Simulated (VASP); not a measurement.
Write the native input for VASP 6.6.1 that does the following.

```yaml
Task: single point
Functional: PBEsol
Potentials_or_basis: VASP PAW PBE potentials, release 64 (Ag)
Cutoff: 520 eV
k_mesh: 22 × 22 × 22
Occupations: gaussian, width 0.15 eV
Spin: no spin polarisation
Dipole_correction: no
Further_INCAR_settings: ALGO = Fast; EDIFF = 1e-06; NBANDS = 12
```

The structure of Ag lies in POSCAR:

```
Ag
1.0
   -1.6038805506      1.6038805506      1.7642686057
    1.6038805506     -1.6038805506      1.7642686057
    1.6038805506      1.6038805506     -1.7642686057
Ag
1
Direct
    0.0000000000      0.0000000000      0.0000000000
```

This cell differs from its parent crystal: ratio of the length along z to the lengths across it x 1.1, volume and fractional coordinates fixed.

The input as run:

INCAR

```
SYSTEM = Ag
PREC = Accurate
ENCUT = 520
EDIFF = 1E-6
ISMEAR = 0
SIGMA = 0.15
LREAL = .False.
LASPH = .True.
NELM = 60
ALGO = Fast
ISIF = 2
LWAVE = .False.
LCHARG = .False.
GGA = PS
NBANDS = 12
```

KPOINTS

```
Automatic mesh
0
Gamma
  22 22 22
  0 0 0
```

Potentials or basis: VASP PAW PBE potentials, release 64 (Ag).

Launch:

```bash
$ cat potpaw_PBE.64/Ag/POTCAR > POTCAR
$ mpirun -np 1 vasp_std > vasp.out
```

It gave:

```json
{"Pressure": "-7.4 GPa", "Band gap on the k mesh": "zero (an odd number of electrons rules out a gap without spin polarisation)"}
```

Caveat: the cell stands under tension; the PAW data sets were made with another functional, which shifts forces and pressure a little.

Run time: 93 s on 1 thread of AMD EPYC 9R45 96-Core Processor (Zen 5), with other jobs on the host, peak memory 0.25 GiB.
